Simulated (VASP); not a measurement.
# SrLi2Ta2F7 (P1) in VASP: single point with r2SCAN

Aim: the single point of SrLi2Ta2F7 with r2SCAN.

All numbers are computed with VASP 6.6.1; they aren't measurements. Logs are shortened: lines on timing, memory, paths and dates and some standing lists are left out, and cuts for length are marked.

### Step 1. The cell of the first run

The typed cell holds 12 atoms: a = 4.064 Å, b = 4.277 Å, c = 10.513 Å, α = 80.29°, β = 74.25°, γ = 89.37°.

### Step 2. Single point, r2SCAN

POSCAR

```
SrLi2Ta2F7
1.0
    0.0246437700      4.0602434100     -0.1679845300
    4.2759902700      0.0246437700      0.0840607600
    1.9566521300      2.4294552400    -10.0395913300
Ta F Sr Li
2 7 1 2
Direct
    0.3592090000      0.4147670000      0.2377550000
    0.6433380000      0.6490950000      0.7633300000
    0.3192690000      0.2507060000      0.4439190000
    0.6901560000      0.6889930000      0.5658210000
    0.5521780000      0.1124740000      0.8110220000
    0.1093870000      0.5143810000      0.8146510000
    0.4479020000      0.9426880000      0.1887440000
    0.9154870000      0.3980220000      0.2033180000
    0.5437310000      0.5111520000      0.9881950000
    0.0240180000      0.9650680000      0.0067660000
    0.7512400000      0.2014180000      0.4870730000
    0.2344140000      0.6972530000      0.5021250000
```

INCAR.step1

```
SYSTEM = SrLi2Ta2F7
PREC = Accurate ; ENCUT = 520
ISMEAR = -5 ; SIGMA = 0.1
LREAL = .FALSE. ; LASPH = .TRUE.
NELM = 100 ; LMAXMIX = 4
NBANDS = 56 ; GGA = PE
ALGO = Normal ; EDIFF = 1E-4
LWAVE = .TRUE. ; LCHARG = .FALSE.
```

INCAR.step2

```
SYSTEM = SrLi2Ta2F7
PREC = Accurate ; ENCUT = 520
EDIFF = 1E-6 ; ISMEAR = -1
SIGMA = 0.1 ; LREAL = .FALSE.
LASPH = .TRUE. ; NELM = 100
ALGO = Normal ; ISIF = 2
LWAVE = .FALSE. ; LCHARG = .FALSE.
LMAXMIX = 4 ; METAGGA = R2SCAN
LMIXTAU = .TRUE. ; LORBIT = 11
NBANDS = 56 ; ISTART = 1
```

KPOINTS

```
Automatic mesh
0
Gamma
  5 4 2
  0 0.5 0.5
```

Potentials or basis: VASP PAW PBE potentials, release 64 (Ta_pv, F, Sr_sv, Li_sv).

Started as:

```console
$ cat potpaw_PBE.64/Ta_pv/POTCAR potpaw_PBE.64/F/POTCAR potpaw_PBE.64/Sr_sv/POTCAR potpaw_PBE.64/Li_sv/POTCAR > POTCAR
$ cp INCAR.step1 INCAR
$ mpirun -np 1 vasp_std > vasp.out
$ cp INCAR.step2 INCAR
$ mpirun -np 1 vasp_std > vasp.out
```

OUTCAR:

```text
SYSTEM = SrLi2Ta2F7
   PREC = Accurate
   ENCUT = 520
   EDIFF = 1E-6
   ISMEAR = -1
   LREAL = .FALSE.
   LASPH = .TRUE.
   NELM = 100
   ISIF = 2
   METAGGA = R2SCAN
   LORBIT = 11
   ISTART = 1

 ion  position               nearest neighbor table
   1  0.359  0.415  0.238-   8 1.94   3 2.12   7 2.17   8 2.19   7 2.24   9 2.49  11 3.09  10 3.62
                            10 3.66  10 3.85  10 3.86
   2  0.643  0.649  0.763-   4 2.01   5 2.13   6 2.15   6 2.15   9 2.26   5 2.28  12 3.10  10 3.51
                            10 3.76  10 3.95  10 4.13
   3  0.319  0.251  0.444-  11 1.93  12 2.10   1 2.12  11 2.23
   4  0.690  0.689  0.566-   2 2.01  12 2.13  12 2.13  11 2.20
   5  0.552  0.112  0.811-   2 2.13   2 2.28  10 2.54  10 3.16
   6  0.109  0.514  0.815-   2 2.15   2 2.15  10 2.78  10 2.97
   7  0.448  0.943  0.189-   1 2.17   1 2.24  10 2.58  10 2.89
   8  0.915  0.398  0.203-   1 1.94   1 2.19  10 2.86  10 2.94
   9  0.544  0.511  0.988-   2 2.26   1 2.49  10 2.83  10 2.84  10 3.04  10 3.11
  10  0.024  0.965  0.007-   5 2.54   7 2.58   6 2.78   9 2.83   9 2.84   8 2.86   7 2.89   8 2.94
                             6 2.97   9 3.04   9 3.11   5 3.16   2 3.51   1 3.62   1 3.66   2 3.76
  11  0.751  0.201  0.487-   3 1.93   4 2.20   3 2.23   1 3.09
  12  0.234  0.697  0.502-   3 2.10   4 2.13   4 2.13   2 3.10

  LATTYP: Found a triclinic cell.
 ALAT       =    10.3609856031
 B/A-ratio  =     0.4127877038
 C/A-ratio  =     0.3922205683
 COS(alpha) =     0.0110075455
 COS(beta)  =     0.1212881311
 COS(gamma) =     0.2459905138

  Lattice vectors:

 A1 = (   2.3439819100,   1.6554319400,   9.9556675600)
 A2 = (   4.2759902700,   0.0246437700,   0.0840607600)
 A3 = (   0.0246437700,   4.0602434100,  -0.1679845300)

Analysis of symmetry for initial positions (statically):
=====================================================================
 Subroutine PRICEL returns:
 Original cell was already a primitive cell.

 Routine SETGRP: Setting up the symmetry group for a
 triclinic supercell.

 Subroutine GETGRP returns: Found  1 space group operations
 (whereof  1 operations were pure point group operations)
 out of a pool of  2 trial point group operations.

The static configuration has the point symmetry C_1 .

Analysis of symmetry for dynamics (positions and initial velocities):
=====================================================================
 Subroutine PRICEL returns:
 Original cell was already a primitive cell.

 Routine SETGRP: Setting up the symmetry group for a
 triclinic supercell.

 Subroutine GETGRP returns: Found  1 space group operations
 (whereof  1 operations were pure point group operations)
 out of a pool of  2 trial point group operations.

The dynamic configuration has the point symmetry C_1 .

 Subroutine INISYM returns: Found  1 space group operations
 (whereof  1 operations are pure point group operations),
 and found     1 'primitive' translations

----------------------------------------------------------------------------------------

                                     Primitive cell

  volume of cell :     173.2227

  direct lattice vectors                    reciprocal lattice vectors
     0.024643770  4.060243410 -0.167984530    -0.002607252  0.248776139  0.059692570
     4.275990270  0.024643770  0.084060760     0.232966439  0.000469187  0.045517206
     1.956652130  2.429455240-10.039591330     0.001994236 -0.004158646 -0.100223324

  length of vectors
     4.063791661  4.276887457 10.513045914     0.255850676  0.237371856  0.100329388

  position of ions in fractional coordinates (direct lattice)
     0.359209000  0.414767000  0.237755000
     0.643338000  0.649095000  0.763330000
     0.319269000  0.250706000  0.443919000
     0.690156000  0.688993000  0.565821000
     0.552178000  0.112474000  0.811022000
     0.109387000  0.514381000  0.814651000
     0.447902000  0.942688000  0.188744000
     0.915487000  0.398022000  0.203318000
     0.543731000  0.511152000  0.988195000
     0.024018000  0.965068000  0.006766000
     0.751240000  0.201418000  0.487073000
     0.234414000  0.697253000  0.502125000

[... 38 lines left out ...]

 Found     20 irreducible k-points:

 Following reciprocal coordinates:
            Coordinates               Weight
 -0.000000  0.125000  0.250000      2.000000
  0.200000  0.125000  0.250000      2.000000
  0.400000  0.125000  0.250000      2.000000
 -0.400000  0.125000  0.250000      2.000000
 -0.200000  0.125000  0.250000      2.000000
  0.000000  0.375000  0.250000      2.000000
[... 12 lines left out ...]
 -0.400000 -0.125000  0.250000      2.000000
 -0.200000 -0.125000  0.250000      2.000000
   k-points           NKPTS =     20   k-points in BZ     NKDIM =     20   number of bands    NBANDS=     56
   number of dos      NEDOS =    301   number of ions     NIONS =     12
   total plane-waves  NPLWV =  76800
   dimension x,y,z NGX =    30 NGY =   32 NGZ =   80
   dimension x,y,z NGXF=    60 NGYF=   64 NGZF=  160
   ions per type =               2   7   1   2
   NGX,Y,Z   is equivalent  to a cutoff of  12.27, 12.44, 12.65 a.u.
   NGXF,Y,Z  is equivalent  to a cutoff of  24.55, 24.88, 25.30 a.u.
 SYSTEM =  SrLi2Ta2F7
   PREC   = accura    normal or accurate (medium, high low for compatibility)
   ISTART =      1    job   : 0-new  1-cont  2-samecut
   ICHARG =      0    charge: 1-file 2-atom 10-const
   ISPIN  =      1    spin polarized calculation?
   LNONCOLLINEAR =      F non collinear calculations
   LSORBIT =      F    spin-orbit coupling
   LASPH  =      T    aspherical Exc in radial PAW
   ENCUT  =  520.0 eV  38.22 Ry    6.18 a.u.   7.56  7.95 19.55*2*pi/ulx,y,z
   NELM   =    100;   NELMIN=  2; NELMDL=  0     # of ELM steps
   EDIFF  = 0.1E-05   stopping-criterion for ELM
   LREAL  =      F    real-space projection
   EDIFFG = 0.1E-04   stopping-criterion for IOM
   NSW    =      0    number of steps for IOM
   IBRION =     -1    ionic relax: 0-MD 1-quasi-New 2-CG
   NFREE  =      0    steps in history (QN), initial steepest desc. (CG)
   ISIF   =      2    stress and relaxation
   ISYM   =      2    0-nonsym 1-usesym 2-fastsym
   POTIM  = 0.5000    time-step for ionic-motion
   TEBEG  =    0.0;   TEEND  =   0.0 temperature during run
   PSTRESS=    0.0 pullay stress
   NELECT =      87.0000    total number of electrons
   NUPDOWN=      -1.0000    fix difference up-down
   EMIN   =  10.00;   EMAX   =-10.00  energy-range for DOS
   EFERMI =   0.00;   METHOD = LEGACY
   ISMEAR =    -1;   SIGMA  =   0.10  broadening in eV -4-tet -1-fermi 0-gaus
   EFERMI_NEDOS =   21; number of points for ismear=-14 and -15
   IALGO  =     38    algorithm
   IMIX   =      4    mixing-type and parameters
     AMIX     =   0.40;   BMIX     =  1.00
     AMIX_MAG =   1.60;   BMIX_MAG =  1.00
  volume/ion in A,a.u.               =      14.44        97.41
  Fermi-wavevector in a.u.,A,eV,Ry     =   1.301307  2.459113 23.040093  1.693399
  Thomas-Fermi vector in A             =   2.432449
   LORBIT       =     11    0 simple, 1 ext, 2 COOP (PROOUT), +10 PAW based schemes
   METAGGA = R2SCAN    functional components
   LHFCALC =     F    Hartree Fock is set to
   AEXX    =    0.0000 exact exchange contribution
   IVDW    =     0    specifies the selected vdW correction
   LEPSILON=     F    determine dielectric tensor
   LRPA    =     F    only Hartree local field effects (RPA)
 non-spin polarized calculation
  energy-cutoff  :      520.00
  volume of cell :      173.22
 maximum number of plane-waves:      4691
 NGX is ok and might be reduce to    30

 number of electron      86.9999994 magnetization

 Free energy of the ion-electron system (eV)
  ---------------------------------------------------
  ext. energy  EPLUGINS =         0.00000000
  ---------------------------------------------------
  free energy    TOTEN  =      -163.28740399 eV

  energy without entropy =     -162.94740899  energy(sigma->0) =     -163.11740649

 E-fermi :   4.8472     XC(G=0): -10.0822

 val. band max:        4.8348805654   @ k =   0.4000  -0.3750   0.2500
 cond. band min:       4.8532758198   @ k =  -0.2000   0.3750   0.2500
 fundamental gap:      0.0183952544
 Fermi energy:         4.8471685070

 k-point     1 :      -0.0000    0.1250    0.2500
  band No.  band energies     occupation
      1     -44.9357      2.00000
      2     -44.6463      2.00000
      3     -34.7371      2.00000
      4     -33.1399      2.00000
      5     -32.9346      2.00000
      6     -32.8836      2.00000
[... 1149 lines left out ...]
     54       7.7187      0.00000
     55       8.1099      0.00000
 [bands above 55 left out]

------------------------ aborting loop because EDIFF is reached ----------------------------------------

  FORCE on cell =-STRESS in cart. coord.  units (eV):
  Direction    XX          YY          ZZ          XY          YZ          ZX
  --------------------------------------------------------------------------------------
  -------------------------------------------------------------------------------------
  Total       -3.0219806      3.4839735      2.0467119     -0.5611519     -4.7702785     -0.2105245
  in kB      -27.9510078     32.2240888     18.9305190     -5.1902257    -44.1214255     -1.9471905
  external PRESSURE =       7.7345333 kB  Pullay stress =       0.0000000 kB

 VOLUME and BASIS-vectors are now :
 -----------------------------------------------------------------------------
  energy-cutoff  :      520.00
  volume of cell :      173.22
      direct lattice vectors                 reciprocal lattice vectors
     0.024643770  4.060243410 -0.167984530    -0.002607252  0.248776139  0.059692570
     4.275990270  0.024643770  0.084060760     0.232966439  0.000469187  0.045517206
     1.956652130  2.429455240-10.039591330     0.001994236 -0.004158646 -0.100223324

 POSITION                                       TOTAL-FORCE (eV/Angst)
 -----------------------------------------------------------------------------------
      2.24760      2.04631     -2.41244         1.169968      1.544937     -0.411461
      4.28495      4.48258     -7.71703        -0.583301      1.495564     -1.003309
      1.94848      2.38097     -4.48932        -0.520602      0.925213     -0.797763
      4.07025      4.19382     -5.73863        -0.340342     -0.985970      1.477387
      2.08143      4.21509     -8.22563         0.629856      0.212453     -0.692670
      3.79617      2.43597     -8.15390        -0.037023     -0.685295     -0.589083
      4.41127      2.30037     -1.89091        -0.414090      0.005051      0.570949
      2.12232      4.22086     -2.16156        -0.400211     -2.077126      1.346200
      4.13263      4.62105     -9.96944         0.501193     -0.456381     -0.132800
      4.14045      0.13774      0.00916         0.023426     -0.132986      0.331391
      1.83281      4.23850     -4.99928         0.036563      0.195079     -0.157857
      3.96971      2.18885     -5.02190        -0.065438     -0.040540      0.059014
 -----------------------------------------------------------------------------------
    total drift:                                0.001542      0.077740      0.055471

  FREE ENERGIE OF THE ION-ELECTRON SYSTEM (eV)
  ---------------------------------------------------
  free  energy   TOTEN  =      -163.2874039868 eV

  energy  without entropy=     -162.9474089901  energy(sigma->0) =     -163.11740649

 total charge

# of ion       s       p       d       tot
------------------------------------------
    1        0.243   6.084   2.472   8.799
    2        0.229   6.094   2.373   8.696
    3        1.743   4.388   0.000   6.131
    4        1.745   4.395   0.000   6.140
    5        1.745   4.384   0.000   6.130
    6        1.746   4.382   0.000   6.129
    7        1.748   4.375   0.000   6.123
    8        1.747   4.410   0.000   6.157
    9        1.744   4.364   0.000   6.108
   10        2.000   5.849   0.164   8.013
   11        2.008   0.011   0.000   2.019
   12        2.008   0.012   0.000   2.019
--------------------------------------------------
tot         18.706  48.749   5.008  72.463
```

It took 7.7 min on 1 thread of Intel Xeon 6975P-C (Granite Rapids), shared host; peak memory 0.39 GiB.

Results:

- Free energy: -163.2874 eV
- Largest force: 2.507 eV/Å
- Band gap on the k mesh: zero (an odd number of electrons rules out a gap without spin polarisation)
- Valence electrons inside the program's atomic spheres: Ta 8.80, 8.70; F 6.13, 6.14, 6.12, 6.16, 6.11 (each value once); Sr 8.01; Li 2.02

Forces in eV/Å, atoms in the order of the input:
```
Ta   1.170  1.545 -0.411
Ta  -0.583  1.496 -1.003
F   -0.521  0.925 -0.798
F   -0.340 -0.986  1.477
F    0.630  0.212 -0.693
F   -0.037 -0.685 -0.589
F   -0.414  0.005  0.571
F   -0.400 -2.077  1.346
F    0.501 -0.456 -0.133
Sr   0.023 -0.133  0.331
Li   0.037  0.195 -0.158
Li  -0.065 -0.041  0.059
```

Levels at points of the mesh, in eV from the Fermi level:
| k point | band 41 | band 42 | band 43 | band 44 | band 45 | band 46 |
| --- | --- | --- | --- | --- | --- | --- |
| (0.00, 0.12, 0.25) | -1.36 | -0.79 | -0.45 | -0.22 | -0.03 | 0.19 |

Caveat: the k points lie up to 0.37 Å⁻¹ apart, too coarse for converged energies and pressures of a metal; the cutoff is under 1.25 times the usual one of these potentials, so pressure, stress and relaxed cells hold a basis-set (Pulay) error; the PAW data sets were made with another functional, which shifts forces and pressure a little; spin-orbit coupling is left out, which moves the levels of the heavy elements; an odd number of electrons without spin polarisation forces a metal; a magnetic or distorted state may lie lower.
